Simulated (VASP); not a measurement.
Here is a VASP 6.6.1 calculation.

The input INCAR:

```
SYSTEM = Ru
PREC = Accurate
ENCUT = 520
EDIFF = 1E-6
ISMEAR = -1
SIGMA = 0.1
LREAL = .FALSE.
LASPH = .TRUE.
NELM = 60
ALGO = Normal
ISIF = 2
LWAVE = .FALSE.
LCHARG = .FALSE.
NBANDS = 28
```

Contents of KPOINTS:

```
regular mesh
0
G
  10 10 14
  0 0 0
```

Contents of POSCAR:

```
Ru
1.0
    3.5943792425      0.0000000000      0.0000000000
   -1.7971896212      3.1128237348      0.0000000000
    0.0000000000      0.0000000000      2.2005854998
Ru
3
Direct
    0.0000000000      0.0000000000      0.0000000000
    0.3333333333      0.6666666667      0.5000000000
    0.6666666667      0.3333333333      0.5000000000
```

Potentials or basis: VASP PAW LDA potentials, release 64 (Ru_pv).

Launch:

```sh
$ cat potpaw_LDA.64/Ru_pv/POTCAR > POTCAR
$ mpirun -np 1 vasp_std > vasp.out
```

Task: What does it give for the pressure?

Result: 525.4 GPa.

Task: Predict the band gap on the k mesh.

Result: Zero (band 21 reaches 27.15 eV, above the bottom of band 22 at 21.93 eV).

Stress tensor (GPa, compression positive):
```
526.72   0.00   0.00
  0.00 526.72   0.00
  0.00   0.00 522.66
```
